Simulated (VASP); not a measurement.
# Ti (P6_3/mmc) in VASP: notebook, part 2 of 2

VASP 6.6.1. The steps go on from the part before.

## (3) Single point, LDA

Input file INCAR:

```
ALGO = Normal
EDIFF = 1E-6
ENCUT = 520
ISIF = 2
ISMEAR = 0
LASPH = T
LCHARG = F
LREAL = F
LWAVE = F
NBANDS = 19
NELM = 60
PREC = Accurate
SIGMA = 0.05
```

Input file KPOINTS:

```
k-points
0
Gamma
  16 16 10
```

Input file POSCAR:

```
Ti
1.0
    2.8628134487      0.0000000000      0.0000000000
   -1.4314067243      2.4792691728      0.0000000000
    0.0000000000      0.0000000000      4.5331342775
Ti
2
Direct
    0.3333333333      0.6666666667      0.7500000000
    0.6666666667      0.3333333333      0.2500000000
```

Potentials or basis: VASP PAW LDA potentials, release 64 (Ti_sv).

The run is started by

```console
> cat potpaw_LDA.64/Ti_sv/POTCAR > POTCAR
> mpirun -np 1 vasp_std > vasp.out
```

OUTCAR:

```text
EDIFF = 1E-6
   ENCUT = 520
   ISIF = 2
   ISMEAR = 0
   LASPH = T
   LREAL = F
   NELM = 60
   PREC = Accurate

 ion  position               nearest neighbor table
   1  0.333  0.667  0.750-   2 2.81   2 2.81   2 2.81   2 2.81   2 2.81   2 2.81
   2  0.667  0.333  0.250-   1 2.81   1 2.81   1 2.81   1 2.81   1 2.81   1 2.81

  LATTYP: Found a hexagonal cell.
 ALAT       =     2.8628134487
 C/A-ratio  =     1.5834543042

  Lattice vectors:

 A1 = (   2.8628134487,   0.0000000000,   0.0000000000)
 A2 = (  -1.4314067243,   2.4792691728,   0.0000000000)
 A3 = (   0.0000000000,   0.0000000000,   4.5331342775)

Analysis of symmetry for initial positions (statically):
=====================================================================
 Subroutine PRICEL returns:
 Original cell was already a primitive cell.

 Routine SETGRP: Setting up the symmetry group for a
 hexagonal supercell.

 Subroutine GETGRP returns: Found 24 space group operations
 (whereof 12 operations were pure point group operations)
[... 155 lines left out ...]
   NGX = 11   NGY = 11   NGZ = 17

 number of electron      24.0000004 magnetization

 Free energy of the ion-electron system (eV)
  ---------------------------------------------------
  ext. energy  EPLUGINS =         0.00000000
  ---------------------------------------------------
  free energy    TOTEN  =       -17.10198086 eV

  energy without entropy =      -17.10005104  energy(sigma->0) =      -17.10101595

 E-fermi :   8.9414     XC(G=0): -12.1559

 val. band max:        8.9153723671   @ k =   0.0625   0.0000   0.5000
 cond. band min:       8.9482755662   @ k =   0.3750   0.2500   0.4000
 fundamental gap:      0.0329031991
 Fermi energy:         8.9413741586

 k-point     1 :       0.0000    0.0000    0.0000
  band No.  band energies     occupation
      1     -47.1211      2.00000
      2     -46.9243      2.00000
      3     -24.2006      2.00000
      4     -23.3605      2.00000
      5     -23.3605      2.00000
      6     -23.2663      2.00000
[... 505 lines left out ...]
      6     -23.5443      2.00000
[... 11 lines left out ...]
     18      12.6258      0.00000
     19      13.0024      0.00000

 [... further k-points ...]
[... 5 lines left out ...]
  --------------------------------------------------------------------------------------
  -------------------------------------------------------------------------------------
  Total       -0.0134092     -0.0134092     -0.0082796     -0.0000000      0.0000000      0.0000000
  in kB       -0.6677257     -0.6677257     -0.4122899     -0.0000000      0.0000000      0.0000000
  external PRESSURE =      -0.5825804 kB  Pullay stress =       0.0000000 kB

 VOLUME and BASIS-vectors are now :
 -----------------------------------------------------------------------------
  energy-cutoff  :      520.00
  volume of cell :       32.17
      direct lattice vectors                 reciprocal lattice vectors
     2.862813449  0.000000000  0.000000000     0.349306728  0.201672334  0.000000000
    -1.431406724  2.479269173  0.000000000     0.000000000  0.403344667  0.000000000
     0.000000000  0.000000000  4.533134278     0.000000000  0.000000000  0.220597922

 POSITION                                       TOTAL-FORCE (eV/Angst)
 -----------------------------------------------------------------------------------
     -0.00000      1.65285      3.39985        -0.000000      0.000000      0.000000
      1.43141      0.82642      1.13328         0.000000     -0.000000      0.000000
 -----------------------------------------------------------------------------------
    total drift:                               -0.000000      0.000000     -0.000000

  FREE ENERGIE OF THE ION-ELECTRON SYSTEM (eV)
  ---------------------------------------------------
  free  energy   TOTEN  =       -17.1019808584 eV

  energy  without entropy=      -17.1000510385  energy(sigma->0) =      -17.10101595
```

It took 53 s on 1 thread of Intel Xeon Platinum 8488C (Sapphire Rapids), shared host; peak memory 0.2 GiB.

Results:

* Free energy: -17.1020 eV
* Pressure: -0.1 GPa
* Band gap on the k mesh: zero (band 12 reaches 9.76 eV, above the bottom of band 13 at 8.66 eV)

## (4) Relaxation of cell and atoms, LDA

This run uses another cell than the first one, of 17.65 Å³/atom, 1.096 times its volume.

Input file INCAR:

```
ALGO = Normal
EDIFF = 1E-6
EDIFFG = -0.01
ENCUT = 600
GGA = CA
IBRION = 2
ISIF = 3
ISMEAR = 0
LASPH = T
LCHARG = F
LREAL = F
LWAVE = F
NELM = 80
NSW = 80
PREC = Accurate
SIGMA = 0.05
```

KPOINTS is that of step 3.

Input file POSCAR:

```
Ti
1.0
    2.9500000000      0.0000000000      0.0000000000
   -1.4750000000      2.5547749412      0.0000000000
    0.0000000000      0.0000000000      4.6846000000
Ti
2
Direct
    0.3333333333      0.6666666667      0.7500000000
    0.6666666667      0.3333333333      0.2500000000
```

The run is started by

```console
> cat potpaw_LDA.64/Ti_sv/POTCAR > POTCAR
> mpirun -np 1 vasp_std > vasp.out
```

Wall time 7.1 min (1 thread of Intel Xeon Platinum 8259CL at 2.50GHz (Skylake/Cascade Lake), shared host); peak memory 0.23 GiB.

The run converged. Its results:

```
Free energy                            : -17.1025 eV
Relaxed volume                         : 16.07 Å³/atom
Relaxed cell                           : a = 2.861 Å, b = 2.861 Å, c = 4.533 Å, α = 90.00°, β = 90.00°, γ = 120.00°
Space group after relaxing (to 0.05 Å) : P6_3/mmc (No. 194)
Energy gained by relaxing              : 53.3 meV/atom
Ionic steps                            : 5
Pressure after relaxing                : 0.0 GPa
Band gap on the k mesh                 : zero (band 12 reaches 9.77 eV, above the bottom of band 13 at 8.67 eV)
```

The path:
| step | energy change (eV) | largest force (eV/Å) | pressure (GPa) | volume (Å³) |
| --- | --- | --- | --- | --- |
| 1 | 0.0000 | 0.0000 | -9.99 | 35.31 |
| 2 | -0.0427 | 0.0000 | 9.89 | 29.97 |
| 3 | -0.1067 | 0.0000 | -0.07 | 32.16 |
| 4 | -0.1067 | 0.0000 | 0.10 | 32.10 |
| 5 | -0.1067 | 0.0000 | 0.00 | 32.14 |

Final structure:
```
Ti
1.0
     2.86131    0.00000    0.00000
    -1.43066    2.47797    0.00000
     0.00000    0.00000    4.53303
Ti
2
Direct
  0.33333 0.66667 0.75000
  0.66667 0.33333 0.25000
```

Levels at points of the mesh, in eV from the Fermi level:
```tsv
k point	band 10	band 11	band 12	band 13	band 14	band 15
(0.00, 0.00, 0.00)	-2.89	0.77	0.77	0.91	1.10	1.33
(0.50, 0.00, 0.00)	-2.41	-2.08	-0.47	0.43	0.67	1.27
(0.00, 0.00, 0.50)	-4.35	0.07	0.07	0.66	0.66	0.66
(0.50, 0.00, 0.50)	-2.77	-0.94	-0.94	1.61	1.61	1.83
```

## (5) The runs side by side

| task | cell | cutoff (eV) | gap on the mesh (eV) | pressure (GPa) |
| --- | --- | --- | --- | --- |
| single point | a = 2.863, b = 2.863, c = 4.537 Å, angles 90.0, 90.0, 120.0°, 2 atoms | 520 | none | -0.2 |
| single point | a = 2.863, b = 2.863, c = 4.533 Å, angles 90.0, 90.0, 120.0°, 2 atoms | 520 | none | -0.1 |
| relaxation of cell and atoms | relaxed from a = 2.950, b = 2.950, c = 4.685 Å, angles 90.0, 90.0, 120.0°, 2 atoms | 600 | none | 0.0 |

Alike in all rows: level LDA; potentials or basis VASP PAW LDA potentials, release 64 (Ti_sv); no spin polarisation; k mesh 16 × 16 × 10; smearing gaussian 0.05 eV.

Absolute energies hang on the potentials; compare differences alone.
